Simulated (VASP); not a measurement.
**KCl: single point with PBEsol**

The system is KCl.

```
K Cl
1.0
     3.93518    0.00000    0.00000
     0.00000    3.93518    0.00000
     0.00000    0.00000    3.64724
K Cl
1 1
Direct
  0.00000 0.00000 0.00000
  0.50000 0.50000 0.50000
```

This cell differs from its parent crystal: strain +0.025 along x and y, -0.050 along z.

```yaml
Program: VASP 6.6.1
Task: single point
Functional: PBEsol
Potentials_or_basis: VASP PAW PBE potentials, release 64 (K_sv, Cl)
Cutoff: 520 eV
k_mesh: 6 × 6 × 6
Occupations: gaussian, width 0.05 eV
Spin: no spin polarisation
Dipole_correction: no
Further_INCAR_settings: ALGO = Normal; EDIFF = 1e-06; NBANDS = 15
```

```
Pressure               : -1.4 GPa
Band gap on the k mesh : 4.32 eV, indirect (least direct gap 4.48 eV)
```

Stress tensor (GPa, compression positive):
```
-2.46  0.00  0.00
 0.00 -2.46  0.00
 0.00  0.00  0.78
```

Levels at points of the mesh, in eV from the valence-band top:
```tsv
k point	band 5	band 6	band 7	band 8	band 9	band 10	band 11	band 12
(0.00, 0.00, 0.00)	-11.60	-0.59	-0.59	-0.16	4.32	6.01	6.38	10.00
(0.50, 0.00, 0.00)	-11.45	-2.05	-0.64	-0.17	7.22	7.31	7.87	9.86
(0.50, 0.50, 0.00)	-11.56	-1.48	-1.48	0.00	5.65	7.29	9.11	9.11
(0.00, 0.00, 0.50)	-11.57	-2.09	-0.54	-0.54	7.30	7.68	8.16	9.66
(0.50, 0.00, 0.50)	-11.57	-1.57	-1.37	-0.34	5.86	6.69	8.25	8.51
(0.50, 0.50, 0.50)	-11.76	-1.69	-1.54	-1.54	8.32	8.32	8.56	9.30
```

It took 27 s on 1 thread of AMD EPYC 9R45 (Zen 5), with other jobs on the host, peak memory 0.14 GiB.

Caveat: the cell differs from its parent crystal (strain +0.025 along x and y, -0.050 along z); the PAW data sets were made with another functional, which shifts forces and pressure a little. A k mesh can miss the band edges.
